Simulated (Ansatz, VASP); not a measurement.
**Mo: VASP beside Ansatz**

```
Mo
1.0
    -1.56466    1.56466    1.56466
     1.56466   -1.56466    1.56466
     1.56466    1.56466   -1.56466
Mo
1
Direct
  0.00000 0.00000 0.00000
```

Alike in both runs: functional PBEsol; k mesh 18 × 18 × 18; occupations gaussian, width 0.1 eV; no spin polarisation.

Ansatz relaxed the structure, and its values are those at the end. VASP's run is a single point on that final structure, the one shown.

|  | VASP | Ansatz |
| --- | --- | --- |
| version | VASP 6.6.1 | Ansatz 0.2.0 |
| potentials or method | VASP PAW PBE potentials, release 64 (Mo_sv), cutoff 520 eV | scalar-relativistic, plane waves, PAW |
| valence electrons in the cell | 14 | 14 |

Ansatz gave:

```
gap on the k mesh at the Fermi level (eV) : none
pressure (GPa)                            : 0.0
```

Q: Which values does VASP return?

A: gap on the k mesh at the Fermi level (eV): none; pressure (GPa): 0.5.

VASP's potentials were made for PBE, not for PBEsol. A gap of «none» marks a metal or a gap that the smearing closes. With one functional, cell and mesh, what is left measures potentials, basis and numerics.
